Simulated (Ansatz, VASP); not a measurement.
**One calculation of MgCu2S2, two programs**

File INCAR:

```
SYSTEM = MgCu2S2
  ALGO = Normal
  EDIFF = 1E-6
  ENCUT = 600
  GGA_COMPAT = .FALSE.
  ISIF = 2
  ISMEAR = 1
  LASPH = .TRUE.
  LCHARG = .FALSE.
  LREAL = .FALSE.
  LWAVE = .FALSE.
  NBANDS = 26
  NELM = 120
  PREC = Accurate
  SIGMA = 0.05
```

KPOINTS

```
k-points
0
G
  6 6 6
  0 0 0
```

Contents of POSCAR:

```
MgCu2S2
1.0
    1.9403000000      1.1202327273      6.7863200000
   -1.9403000000      1.1202327273      6.7863200000
    0.0000000000     -2.2404654546      6.7863200000
Mg Cu S
1 2 2
Direct
    0.3776033333      0.3776033333      0.3776033333
    0.6075733333      0.6075733333      0.6075733333
    0.1567000000      0.1567000000      0.1567000000
    0.9867566667      0.9867566667      0.9867566667
    0.4955733333      0.4955733333      0.4955733333
```

Input for Ansatz:

```yaml
crystal:
  lattice:
    a: 3.8806
    b: 3.8806
    c: 20.35896
    alpha: 90.0
    beta: 90.0
    gamma: 120.0
  space_group: 160
  atoms:
    - { symbol: Mg, position: [0.3333333333333333, 0.6666666666666666, 0.04427] }
    - { symbol: Cu, position: [0.3333333333333333, 0.6666666666666666, 0.27424] }
    - { symbol: Cu, position: [0.0, 0.0, 0.1567] }
    - { symbol: S, position: [0.6666666666666666, 0.3333333333333333, 0.32009] }
    - { symbol: S, position: [0.3333333333333333, 0.6666666666666666, 0.16224] }
  reduce_to_primitive: true
kpoints:
  mp_grid:
    grid: [6, 6, 6]
hamiltonian:
  xc: lda
  pseudopotentials:
    kind: paw
scf:
  occupations:
    method: methfessel_paxton
    width: 0.05
output:
  forces: true
  stress: true
  eigenvalues: true
```

Alike in both runs: task single point; functional LDA; k mesh 6 × 6 × 6; occupations methfessel-paxton of order 1, width 0.05 eV; no spin polarisation.

```csv
,VASP,Ansatz
version,VASP 6.6.1,Ansatz 0.2.0
potentials or method,"VASP PAW LDA potentials, release 64 (Mg, Cu, S)","plane waves, PAW"
plane-wave cutoff (eV),600,420
valence electrons in the cell,36,60
```

Ansatz gave:

- gap on the k mesh at the Fermi level (eV): none
- pressure (GPa): -5.6
- traceless stress, the component that is largest in VASP (GPa): 0.83
- rms of the force components (eV/Å): 0.082

Q: Which values does VASP return?

A: gap on the k mesh at the Fermi level (eV): none; pressure (GPa): -5.6; traceless stress, the component that is largest in VASP (GPa): 0.68; rms of the force components (eV/Å): 0.067.

LDA's correlation is that of Perdew and Zunger in VASP and of Perdew and Wang (1992) in Ansatz. Atom by atom the forces differ by 0.015 eV/Å (rms over components). A gap of «none» marks a metal or a gap that the smearing closes. VASP's potentials hold 36 valence electrons a cell and Ansatz's 60, so a difference there can come from the potentials and not from the codes.
